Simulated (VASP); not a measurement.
# WSe2 (R3m) in VASP: a series of runs, part 2 of 2

VASP 6.6.1.

## (5) Single point, LDA

This run uses another cell than the first one, of 20.71 Å³/atom.

INCAR

```
ALGO = Normal ; EDIFF = 1E-7
ENCUT = 520 ; GGA = CA
ISIF = 2 ; ISMEAR = 0
LASPH = T ; LCHARG = F
LREAL = F ; LWAVE = F
NBANDS = 20 ; NELM = 60
PREC = Accurate ; SIGMA = 0.01
```

KPOINTS

```
k-points
0
Gamma
  10 10 10
```

POSCAR

```
WSe2
1.0
    1.6510739551      0.9532479924      6.5796479690
   -1.6510739551      0.9532479924      6.5796479690
    0.0000000000     -1.9064959848      6.5796479690
W Se
1 2
Direct
   -0.0000183143     -0.0000183143     -0.0000183143
    0.4176504313      0.4176504313      0.4176504313
    0.2490345496      0.2490345496      0.2490345496
```

Potentials or basis: VASP PAW LDA potentials, release 64 (W_sv, Se).

Launch:

```console
$ cat potpaw_LDA.64/W_sv/POTCAR potpaw_LDA.64/Se/POTCAR > POTCAR
$ mpirun -np 1 vasp_std > vasp.out
```

OUTCAR:

```text
EDIFF = 1E-7
   ENCUT = 520
   GGA = CA
   ISIF = 2
   ISMEAR = 0
   LASPH = T
   LREAL = F
   NELM = 60
   PREC = Accurate

 ion  position               nearest neighbor table
   1  1.000  1.000  1.000-   3 2.53   3 2.53   3 2.53   2 2.53   2 2.53   2 2.53
   2  0.418  0.418  0.418-   1 2.53   1 2.53   1 2.53
   3  0.249  0.249  0.249-   1 2.53   1 2.53   1 2.53

  LATTYP: Found a trigonal (rhomboedric) cell.
 ALAT       =     6.8502915512
 COS(alpha) =     0.8838163710

  Lattice vectors:

 A1 = (   1.6510739551,   0.9532479924,   6.5796479690)
 A2 = (  -1.6510739551,   0.9532479924,   6.5796479690)
 A3 = (   0.0000000000,  -1.9064959848,   6.5796479690)

Analysis of symmetry for initial positions (statically):
=====================================================================
 Subroutine PRICEL returns:
 Original cell was already a primitive cell.

 Routine SETGRP: Setting up the symmetry group for a
 trigonal (rhombohedral) supercell.

 Subroutine GETGRP returns: Found  6 space group operations
 (whereof  6 operations were pure point group operations)
 out of a pool of 12 trial point group operations.

The static configuration has the point symmetry C_3v.

Analysis of symmetry for dynamics (positions and initial velocities):
=====================================================================
 Subroutine PRICEL returns:
 Original cell was already a primitive cell.

 Routine SETGRP: Setting up the symmetry group for a
 trigonal (rhombohedral) supercell.

 Subroutine GETGRP returns: Found  6 space group operations
 (whereof  6 operations were pure point group operations)
 out of a pool of 12 trial point group operations.

The dynamic configuration has the point symmetry C_3v.

 Subroutine INISYM returns: Found  6 space group operations
 (whereof  6 operations are pure point group operations),
 and found     1 'primitive' translations

----------------------------------------------------------------------------------------

                                     Primitive cell

  volume of cell :      62.1336

  direct lattice vectors                    reciprocal lattice vectors
     1.651073955  0.953247992  6.579647969     0.302833194  0.174840826  0.050661272
    -1.651073955  0.953247992  6.579647969    -0.302833194  0.174840826  0.050661272
     0.000000000 -1.906495985  6.579647969     0.000000000 -0.349681653  0.050661272

  length of vectors
     6.850291551  6.850291551  6.850291551     0.353332453  0.353332453  0.353332453

  position of ions in fractional coordinates (direct lattice)
     0.999981686  0.999981686  0.999981686
     0.417650431  0.417650431  0.417650431
     0.249034550  0.249034550  0.249034550

  ion indices of the primitive-cell ions
   primitive index   ion index
                 1           1
                 2           2
                 3           3

----------------------------------------------------------------------------------------

 KPOINTS: k-points

Automatic generation of k-mesh.
 Grid dimensions read from file:
 generate k-points for:   10   10   10

 Generating k-lattice:

  Cartesian coordinates                     Fractional coordinates (reciprocal lattice)
     0.030283319  0.017484083  0.005066127     0.100000000  0.000000000  0.000000000
    -0.030283319  0.017484083  0.005066127     0.000000000  0.100000000  0.000000000
     0.000000000 -0.034968165  0.005066127     0.000000000  0.000000000  0.100000000

  Length of vectors
     0.035333245  0.035333245  0.035333245

  Shift w.r.t. Gamma in fractional coordinates (k-lattice)
     0.000000000  0.000000000  0.000000000

 Subroutine IBZKPT returns following result:
 ===========================================

 Found    116 irreducible k-points:

 Following reciprocal coordinates:
            Coordinates               Weight
  0.000000  0.000000  0.000000      1.000000
  0.100000 -0.000000  0.000000      6.000000
  0.200000 -0.000000  0.000000      6.000000
  0.300000 -0.000000  0.000000      6.000000
  0.400000  0.000000  0.000000      6.000000
  0.500000  0.000000  0.000000      3.000000
[... 16 lines left out ...]
  0.300000  0.300000  0.000000      6.000000
  0.400000  0.300000 -0.000000     12.000000
 [... further k-points ...]
   k-points           NKPTS =    116   k-points in BZ     NKDIM =    116   number of bands    NBANDS=     20
   number of dos      NEDOS =    301   number of ions     NIONS =      3
   total plane-waves  NPLWV = 157464
   dimension x,y,z NGX =    54 NGY =   54 NGZ =   54
   dimension x,y,z NGXF=   108 NGYF=  108 NGZF=  108
   ions per type =               1   2
   NGX,Y,Z   is equivalent  to a cutoff of  13.10, 13.10, 13.10 a.u.
   NGXF,Y,Z  is equivalent  to a cutoff of  26.21, 26.21, 26.21 a.u.
 SYSTEM =  unknown system
   PREC   = accura    normal or accurate (medium, high low for compatibility)
   ISTART =      0    job   : 0-new  1-cont  2-samecut
   ICHARG =      2    charge: 1-file 2-atom 10-const
   ISPIN  =      1    spin polarized calculation?
   LNONCOLLINEAR =      F non collinear calculations
   LSORBIT =      F    spin-orbit coupling
   LASPH  =      T    aspherical Exc in radial PAW
   ENCUT  =  520.0 eV  38.22 Ry    6.18 a.u.  12.74 12.74 12.74*2*pi/ulx,y,z
   NELM   =     60;   NELMIN=  2; NELMDL= -5     # of ELM steps
   EDIFF  = 0.1E-06   stopping-criterion for ELM
   LREAL  =      F    real-space projection
   EDIFFG = 0.1E-05   stopping-criterion for IOM
   NSW    =      0    number of steps for IOM
   IBRION =     -1    ionic relax: 0-MD 1-quasi-New 2-CG
   NFREE  =      0    steps in history (QN), initial steepest desc. (CG)
   ISIF   =      2    stress and relaxation
   ISYM   =      2    0-nonsym 1-usesym 2-fastsym
   POTIM  = 0.5000    time-step for ionic-motion
   TEBEG  =    0.0;   TEEND  =   0.0 temperature during run
   PSTRESS=    0.0 pullay stress
   NELECT =      26.0000    total number of electrons
   NUPDOWN=      -1.0000    fix difference up-down
   EMIN   =  10.00;   EMAX   =-10.00  energy-range for DOS
   EFERMI =   0.00;   METHOD = LEGACY
   ISMEAR =     0;   SIGMA  =   0.01  broadening in eV -4-tet -1-fermi 0-gaus
   EFERMI_NEDOS =   21; number of points for ismear=-14 and -15
   IALGO  =     38    algorithm
   IMIX   =      4    mixing-type and parameters
     AMIX     =   0.40;   BMIX     =  1.00
     AMIX_MAG =   1.60;   BMIX_MAG =  1.00
  volume/ion in A,a.u.               =      20.71       139.77
  Fermi-wavevector in a.u.,A,eV,Ry     =   1.224495  2.313961 20.400427  1.499389
  Thomas-Fermi vector in A             =   2.359568
   LORBIT       =      0    0 simple, 1 ext, 2 COOP (PROOUT), +10 PAW based schemes
   GGA     = CA    functional components
   LHFCALC =     F    Hartree Fock is set to
   AEXX    =    0.0000 exact exchange contribution
   IVDW    =     0    specifies the selected vdW correction
   LEPSILON=     F    determine dielectric tensor
   LRPA    =     F    only Hartree local field effects (RPA)
 non-spin polarized calculation
 Gauss-broadening in eV      SIGMA  =   0.01
  energy-cutoff  :      520.00
  volume of cell :       62.13
 maximum number of plane-waves:      1690
 NGX is ok and might be reduce to    54
   NGX = 25   NGY = 25   NGZ = 25

 number of electron      26.0000001 magnetization

 Free energy of the ion-electron system (eV)
  ---------------------------------------------------
  ext. energy  EPLUGINS =         0.00000000
  ---------------------------------------------------
  free energy    TOTEN  =       -24.21362669 eV

  energy without entropy =      -24.21362669  energy(sigma->0) =      -24.21362669

 E-fermi :   6.1453     XC(G=0): -10.8728

 val. band max:        5.9958846215   @ k =   0.5000   0.5000   0.5000
 cond. band min:       7.0166988620   @ k =  -0.2000   0.2000   0.0000
 fundamental gap:      1.0208142406
 Fermi energy:         6.1453163178

 k-point     1 :       0.0000    0.0000    0.0000
  band No.  band energies     occupation
      1     -67.8978      2.00000
      2     -32.4025      2.00000
      3     -32.2740      2.00000
      4     -32.2740      2.00000
      5      -9.2185      2.00000
      6      -7.6628      2.00000
[... 12 lines left out ...]
     19      13.6134      0.00000
[... 513 lines left out ...]
      4     -32.3285      2.00000
      5      -7.6054      2.00000
      6      -7.0879      2.00000
[... 12 lines left out ...]
     19      13.0642      0.00000
     20      14.2734      0.00000

 [... further k-points ...]

------------------------ aborting loop because EDIFF is reached ----------------------------------------

  FORCE on cell =-STRESS in cart. coord.  units (eV):
  Direction    XX          YY          ZZ          XY          YZ          ZX
  --------------------------------------------------------------------------------------
  -------------------------------------------------------------------------------------
  Total       -1.5143396     -1.5143396     -1.0029191      0.0000000     -0.0000000      0.0000000
  in kB      -39.0487860    -39.0487860    -25.8612887      0.0000000     -0.0000000      0.0000000
  external PRESSURE =     -34.6529535 kB  Pullay stress =       0.0000000 kB

 VOLUME and BASIS-vectors are now :
 -----------------------------------------------------------------------------
  energy-cutoff  :      520.00
  volume of cell :       62.13
      direct lattice vectors                 reciprocal lattice vectors
     1.651073955  0.953247992  6.579647969     0.302833194  0.174840826  0.050661272
    -1.651073955  0.953247992  6.579647969    -0.302833194  0.174840826  0.050661272
     0.000000000 -1.906495985  6.579647969     0.000000000 -0.349681653  0.050661272

 POSITION                                       TOTAL-FORCE (eV/Angst)
 -----------------------------------------------------------------------------------
      0.00000      0.00000     19.73858         0.000000     -0.000000      0.000492
      0.00000      0.00000      8.24398         0.000000      0.000000     -0.178586
      0.00000      0.00000      4.91568         0.000000     -0.000000      0.178094
 -----------------------------------------------------------------------------------
    total drift:                                0.000000     -0.000000     -0.000123

  FREE ENERGIE OF THE ION-ELECTRON SYSTEM (eV)
  ---------------------------------------------------
  free  energy   TOTEN  =       -24.2136266855 eV

  energy  without entropy=      -24.2136266855  energy(sigma->0) =      -24.21362669
```

Run time: 14 min. Hardware: 1 thread of Intel Xeon 8259CL, shared host; peak memory 0.4 GiB.

What came out:

| Quantity | Value |
| --- | --- |
| Free energy | -24.2136 eV |
| Pressure | -3.5 GPa |
| Largest force | 0.179 eV/Å |
| Band gap on the k mesh | 1.02 eV (least direct gap 1.85 eV) |

Forces in eV/Å, atoms in the order of the input:
```
W    0.000  0.000  0.000
Se   0.000  0.000 -0.179
Se   0.000  0.000  0.178
```

Stress tensor (GPa, compression positive):
```
-3.90  0.00  0.00
 0.00 -3.90  0.00
 0.00  0.00 -2.59
```

Caveat: the cell stands under tension; spin-orbit coupling is left out, which moves the levels of the heavy elements. A k mesh can miss the band edges.

## (6) Summary

| level | potentials or basis | cell | k mesh | smearing | gap on the mesh (eV) | pressure (GPa) | largest force (eV/Å) |
| --- | --- | --- | --- | --- | --- | --- | --- |
| PBE+D3(BJ) | VASP PAW PBE potentials, release 64 (W_sv, Se) | a = 6.656 Å, angles 28.6°, 3 atoms, atomic positions A | 8 × 8 × 8 | fermi-dirac 0.02 eV | 1.04 | 0.3 | 0.05 |
| PBE+D4 | VASP PAW PBE potentials, release 64 (W_sv, Se) | a = 6.684 Å, angles 28.4°, 3 atoms, atomic positions B | 8 × 8 × 8 | fermi-dirac 0.02 eV | 1.06 | 0.3 | 0.05 |
| PBE | VASP PAW PBE potentials, release 64 (W_sv, Se) | a = 6.850 Å, angles 27.9°, 3 atoms, atomic positions C | 10 × 10 × 10 | fermi-dirac 0.02 eV | 1.08 | 3.6 | 0.32 |
| LDA | VASP PAW LDA potentials, release 64 (W_sv, Se) | a = 6.850 Å, angles 27.9°, 3 atoms, atomic positions C | 10 × 10 × 10 | gaussian 0.01 eV | 1.02 | -3.5 | 0.18 |

Alike in all rows: task single point; no spin polarisation; cutoff (eV) 520.

Caveats: spin-orbit coupling is left out, which moves the levels of the heavy elements; the cell stands under pressure (at least some runs); the cell stands under tension (at least some runs).

Absolute energies hang on the potentials; compare differences alone.
